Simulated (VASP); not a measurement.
Wanted: the native input for a VASP 6.6.1 run.

| Quantity | Value |
| --- | --- |
| Task | electric field gradients |
| Functional | LDA |
| Potentials or basis | VASP PAW LDA potentials, release 64 (Ti_sv, C) |
| Cutoff | 520 eV |
| k mesh | 6 × 6 × 6 |
| Occupations | fermi-dirac, width 0.15 eV |
| Spin | no spin polarisation |
| Dipole correction | no |
| Further INCAR settings | ALGO = Normal; EDIFF = 1e-08; NBANDS = 70 |

The structure of Ti8C5 lies in POSCAR:

```
Ti8C5
1.0
    3.0131521279      1.7396441921      4.8739928352
   -3.0131521279      1.7396441921      4.8739928352
    0.0000000000     -3.4792883843      4.8739928352
Ti C
8 5
Direct
    0.2498335040      0.7626830056      0.2498335040
    0.2498335040      0.2498335040      0.7626830056
    0.7626830056      0.2498335040      0.2498335040
    0.2373169944      0.7501664960      0.7501664960
    0.7501664960      0.2373169944      0.7501664960
    0.7501664960      0.7501664960      0.2373169944
    0.2451321050      0.2451321050      0.2451321050
    0.7548678950      0.7548678950      0.7548678950
    0.0000000000      0.0000000000      0.5000000000
    0.5000000000      0.0000000000      0.0000000000
    0.0000000000      0.5000000000      0.0000000000
    0.5000000000      0.5000000000      0.5000000000
    0.0000000000      0.0000000000      0.0000000000
```

One way to write it, as run:

INCAR

```
SYSTEM = Ti8C5
PREC     = Accurate       ! precision mode
ENCUT    = 520            ! plane-wave cutoff, eV
EDIFF    = 1E-8           ! SCF threshold, eV
ISMEAR   = -1             ! smearing method
SIGMA    = 0.15           ! smearing width, eV
LREAL    = .FALSE.        ! projectors in reciprocal space
LASPH    = .TRUE.         ! aspherical terms in the spheres
NELM     = 60             ! most SCF steps
ALGO     = Normal         ! electronic algorithm
ISIF     = 2              ! what is computed and relaxed
LWAVE    = .FALSE.        ! write WAVECAR
LCHARG   = .FALSE.        ! write CHGCAR
GGA      = CA             ! functional
LEFG     = .TRUE.       
NBANDS   = 70             ! bands
```

KPOINTS

```
Automatic mesh
0
G
  6 6 6
  0 0 0
```

Potentials or basis: VASP PAW LDA potentials, release 64 (Ti_sv, C).

Run with:

```bash
$ cat potpaw_LDA.64/Ti_sv/POTCAR potpaw_LDA.64/C/POTCAR > POTCAR
$ mpirun -np 1 vasp_std > vasp.out
```

It gave:

| Item | Value |
| --- | --- |
| Pressure | 0.6 GPa |
| Largest force | 0.053 eV/Å |
| Band gap on the k mesh | zero (bands 58 and 59 overlap by 0.06 eV) |
| Largest electric field gradient by atom | Ti -45.8, +7.5 (each value once); C +3.7, +7.9, -4.7 (each value once) V/Å² |

Caveat: without QUAD_EFG the Cq values of the log hold for a quadrupole moment of 1 mb, not for the nuclei.

It took 19 min on 1 thread of Intel Xeon 8259CL, with other jobs on the host, peak memory 0.4 GiB.
